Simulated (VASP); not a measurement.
# ZrB2 (P6/mmm) in VASP: notebook, part 2 of 2

VASP 6.6.1. The steps go on from the part before.

## Step 3: Single point, PBE

Contents of INCAR:

```
ALGO = Normal
EDIFF = 1E-6
ENCUT = 520
GGA = PE
ISIF = 2
ISMEAR = 0
LASPH = T
LCHARG = F
LREAL = F
LWAVE = F
NBANDS = 16
NELM = 80
PREC = Accurate
SIGMA = 0.019000000000000003
```

Contents of KPOINTS:

```
k-points
0
Gamma
  10 10 8
```

Contents of POSCAR:

```
ZrB2
1.0
    3.1700000000      0.0000000000      0.0000000000
   -1.5850000000      2.7453005300      0.0000000000
    0.0000000000      0.0000000000      3.5330000000
Zr B
1 2
Direct
    0.0000000000      0.0000000000      0.0000000000
    0.6666666667      0.3333333333      0.5000000000
    0.3333333333      0.6666666667      0.5000000000
```

Potentials or basis: VASP PAW PBE potentials, release 64 (Zr_sv, B).

Started as:

```bash
$ cat potpaw_PBE.64/Zr_sv/POTCAR potpaw_PBE.64/B/POTCAR > POTCAR
$ mpirun -np 1 vasp_std > vasp.out
```

OUTCAR:

```text
EDIFF = 1E-6
   ENCUT = 520
   GGA = PE
   ISIF = 2
   ISMEAR = 0
   LASPH = T
   LREAL = F
   NELM = 80
   PREC = Accurate

 ion  position               nearest neighbor table
   1  0.000  0.000  0.000-   2 2.54   3 2.54   2 2.54   3 2.54   2 2.54   2 2.54   3 2.54   3 2.54
                             2 2.54   2 2.54   3 2.54   3 2.54
   2  0.667  0.333  0.500-   3 1.83   3 1.83   3 1.83   1 2.54   1 2.54   1 2.54   1 2.54   1 2.54
                             1 2.54
   3  0.333  0.667  0.500-   2 1.83   2 1.83   2 1.83   1 2.54   1 2.54   1 2.54   1 2.54   1 2.54
                             1 2.54

[... 649 lines left out ...]

 [... further k-points ...]
[... 5 lines left out ...]
  --------------------------------------------------------------------------------------
  -------------------------------------------------------------------------------------
  Total        0.0976624      0.0976624      0.3393075      0.0000000     -0.0000000      0.0000000
  in kB        5.0891468      5.0891468     17.6811819      0.0000000     -0.0000000      0.0000000
  external PRESSURE =       9.2864919 kB  Pullay stress =       0.0000000 kB

 VOLUME and BASIS-vectors are now :
 -----------------------------------------------------------------------------
  energy-cutoff  :      520.00
  volume of cell :       30.75
      direct lattice vectors                 reciprocal lattice vectors
     3.170000000  0.000000000  0.000000000     0.315457413  0.182129422  0.000000000
    -1.585000000  2.745300530  0.000000000     0.000000000  0.364258845  0.000000000
     0.000000000  0.000000000  3.533000000     0.000000000  0.000000000  0.283045570

 POSITION                                       TOTAL-FORCE (eV/Angst)
 -----------------------------------------------------------------------------------
      0.00000      0.00000      0.00000         0.000000      0.000000      0.000000
      1.58500      0.91510      1.76650        -0.000000      0.000000      0.000000
     -0.00000      1.83020      1.76650         0.000000     -0.000000      0.000000
 -----------------------------------------------------------------------------------
    total drift:                               -0.000000      0.000000      0.000000

  FREE ENERGIE OF THE ION-ELECTRON SYSTEM (eV)
  ---------------------------------------------------
  free  energy   TOTEN  =       -24.9741135267 eV

  energy  without entropy=      -24.9739166730  energy(sigma->0) =      -24.97401510
```

OSZICAR:

```text
N       E                     dE             d eps       ncg     rms          rms(c)
DAV:   1     0.102393567841E+03    0.10239E+03   -0.97368E+03  2248   0.112E+03
DAV:   2    -0.236597174643E+02   -0.12605E+03   -0.12108E+03  2888   0.290E+02
DAV:   3    -0.275882537321E+02   -0.39285E+01   -0.39107E+01  3504   0.443E+01
DAV:   4    -0.276501415469E+02   -0.61888E-01   -0.61879E-01  2632   0.494E+00
DAV:   5    -0.276514635549E+02   -0.13220E-02   -0.13220E-02  3424   0.514E-01    0.215E+01
DAV:   6    -0.250187709746E+02    0.26327E+01   -0.58537E+00  2896   0.161E+01    0.865E+00
DAV:   7    -0.249750810417E+02    0.43690E-01   -0.62257E-01  3072   0.494E+00    0.316E+00
DAV:   8    -0.249785566075E+02   -0.34756E-02   -0.98170E-02  2664   0.252E+00    0.400E-01
DAV:   9    -0.249743959562E+02    0.41607E-02   -0.20330E-02  2728   0.105E+00    0.211E-01
DAV:  10    -0.249741060383E+02    0.28992E-03   -0.16082E-03  2600   0.367E-01    0.361E-02
DAV:  11    -0.249741157182E+02   -0.96799E-05   -0.58507E-05  2976   0.730E-02    0.112E-02
DAV:  12    -0.249741134822E+02    0.22359E-05   -0.27270E-06  2512   0.137E-02    0.575E-03
DAV:  13    -0.249741135267E+02   -0.44487E-07   -0.26150E-07  1400   0.489E-03
   1 F= -.24974114E+02 E0= -.24974015E+02  d E =-.196854E-03
```

stdout:

```text
POSCAR found type information on POSCAR ZrB
 POSCAR found :  2 types and       3 ions
 scaLAPACK will be used
 LDA part: xc-table for (Slater+PW92), standard interpolation
 POSCAR, INCAR and KPOINTS ok, starting setup
 FFT: planning ... GRIDC
 FFT: planning ... GRID_SOFT
 FFT: planning ... GRID
 WAVECAR not read
 entering main loop
```

Run time: 41 s. Hardware: 1 thread of Intel Xeon 8259CL, shared host; peak memory 0.16 GiB.

What came out:

| Property | Result |
| --- | --- |
| Free energy | -24.9741 eV |
| Pressure | 0.9 GPa |
| Band gap on the k mesh | zero (band 9 reaches 11.10 eV, above the bottom of band 10 at 10.29 eV) |

Levels at points of the mesh, in eV from the Fermi level:
| k point | band 6 | band 7 | band 8 | band 9 | band 10 | band 11 | band 12 | band 13 |
| --- | --- | --- | --- | --- | --- | --- | --- | --- |
| (0.00, 0.00, 0.00) | -2.51 | -2.51 | -2.46 | -2.22 | 3.52 | 3.52 | 4.30 | 4.30 |
| (0.50, 0.00, 0.00) | -8.39 | -3.77 | -2.93 | -2.56 | 2.35 | 2.43 | 5.04 | 5.12 |
| (0.00, 0.00, 0.50) | -6.84 | -0.84 | -0.84 | 0.45 | 0.45 | 0.90 | 0.90 | 1.96 |
| (0.50, 0.00, 0.50) | -6.87 | -4.48 | -4.01 | -1.88 | 3.87 | 4.20 | 5.41 | 6.36 |

## Step 4: Single point, PBE

Contents of INCAR:

```
ALGO     = Normal         # electronic algorithm
EDIFF    = 1E-7           # SCF threshold, eV
ENCUT    = 520            # plane-wave cutoff, eV
GGA      = PE             # functional
ISIF     = 2              # what is computed and relaxed
ISMEAR   = 0              # smearing method
LASPH    = True           # aspherical terms in the spheres
LCHARG   = False          # write CHGCAR
LREAL    = False          # projectors in reciprocal space
LWAVE    = False          # write WAVECAR
NBANDS   = 16             # bands
NELM     = 60             # most SCF steps
PREC     = Accurate       # precision mode
SIGMA    = 0.02           # smearing width, eV
```

KPOINTS is that of step 3.

POSCAR is that of step 3.

Started as:

```bash
$ cat potpaw_PBE.64/Zr_sv/POTCAR potpaw_PBE.64/B/POTCAR > POTCAR
$ mpirun -np 1 vasp_std > vasp.out
```

Wall time 42 s (1 thread of Intel Xeon 8259CL, shared host); peak memory 0.16 GiB.

Results (log left out):

- Free energy: -24.9741 eV
- Pressure: 0.9 GPa
- Band gap on the k mesh: zero (band 9 reaches 11.10 eV, above the bottom of band 10 at 10.29 eV)

Stress tensor (GPa, compression positive):
```
0.51 0.00 0.00
0.00 0.51 0.00
0.00 0.00 1.77
```

Levels at points of the mesh, in eV from the Fermi level:
```csv
k point,band 5,band 6,band 7,band 8,band 9,band 10,band 11,band 12,band 13,band 14
"(0.00, 0.00, 0.00)",-12.60,-2.51,-2.51,-2.46,-2.22,3.52,3.52,4.30,4.30,4.98
"(0.50, 0.00, 0.00)",-8.83,-8.39,-3.77,-2.93,-2.56,2.35,2.43,5.04,5.12,6.64
"(0.00, 0.00, 0.50)",-10.57,-6.84,-0.84,-0.84,0.45,0.45,0.90,0.90,1.96,5.16
"(0.50, 0.00, 0.50)",-9.80,-6.87,-4.48,-4.01,-1.88,3.87,4.20,5.41,6.36,6.60
```

## Step 5: Single point, PBE

Contents of INCAR:

```
SYSTEM = ZrB2
  PREC = Accurate
  ENCUT = 520
  EDIFF = 1E-6
  ISMEAR = 0
  SIGMA = 0.020999999999999998
  LREAL = .FALSE.
  LASPH = .TRUE.
  NELM = 60
  ALGO = Normal
  ISIF = 2
  LWAVE = .FALSE.
  LCHARG = .FALSE.
  GGA = PE
  NBANDS = 16
```

Contents of KPOINTS:

```
regular mesh
0
G
  10 10 8
  0 0 0
```

POSCAR is that of step 4.

Started as:

```bash
$ cat potpaw_PBE.64/Zr_sv/POTCAR potpaw_PBE.64/B/POTCAR > POTCAR
$ mpirun -np 1 vasp_std > vasp.out
```

It took 45 s on 1 thread of Intel Xeon 8259CL, shared host; peak memory 0.16 GiB.

It converged, with:

```
Free energy            : -24.9741 eV
Pressure               : 0.9 GPa
Band gap on the k mesh : zero (band 9 reaches 11.10 eV, above the bottom of band 10 at 10.29 eV)
```

Stress tensor (GPa, compression positive):
```
0.51 0.00 0.00
0.00 0.51 0.00
0.00 0.00 1.77
```

Levels at points of the mesh, in eV from the Fermi level:
```tsv
k point	band 7	band 8	band 9	band 10	band 11	band 12
(0.00, 0.00, 0.00)	-2.51	-2.46	-2.22	3.52	3.52	4.30
(0.50, 0.00, 0.00)	-3.77	-2.93	-2.56	2.35	2.43	5.04
(0.00, 0.00, 0.50)	-0.84	-0.84	0.45	0.45	0.90	0.90
(0.50, 0.00, 0.50)	-4.48	-4.01	-1.89	3.86	4.20	5.41
```

## Step 6: The runs side by side

| smearing | gap on the mesh (eV) | pressure (GPa) |
| --- | --- | --- |
| gaussian 0.018 eV | none | 0.9 |
| gaussian 0.019 eV | none | 0.9 |
| gaussian 0.02 eV | none | 0.9 |
| gaussian 0.021 eV | none | 0.9 |

Alike in all rows: task single point; level PBE; potentials or basis VASP PAW PBE potentials, release 64 (Zr_sv, B); no spin polarisation; cell as given; k mesh 10 × 10 × 8; cutoff (eV) 520.

Every run on the cell as given and a fine mesh finds a metal.

Absolute energies hang on the potentials; compare differences alone.
